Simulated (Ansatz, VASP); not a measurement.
**Se: VASP beside Ansatz**

```xyz
2
Lattice="0.0000 2.7357 2.7357 2.7357 0.0000 2.7357 2.7357 2.7357 0.0000" Properties=species:S:1:pos:R:3 pbc="T T T"
Se   -0.6839   -0.6839   -0.6839
Se    0.6839    0.6839    0.6839
```

Change from the starting cell: volume scaled by 0.68, LAPW.

Alike in both runs: task single point; functional PBEsol; k mesh 11 × 11 × 11; occupations fermi-dirac, width 0.08 eV; no spin polarisation.

|  | VASP | Ansatz |
| --- | --- | --- |
| version | VASP 6.6.1 | Ansatz 0.2.0 |
| potentials or method | VASP PAW PBE potentials, release 64 (Se), cutoff 520 eV | all-electron LAPW, scalar-relativistic |

Ansatz gave:

| Property | Result |
| --- | --- |
| pressure (GPa) | 36.3 |

Estimate VASP's values.

pressure (GPa): 36.8.

VASP's potentials were made for PBE, not for PBEsol. Both programs put the cell under a high pressure, so it lies far from rest at this level. Ansatz ran all-electron here, and VASP with PAW potentials.
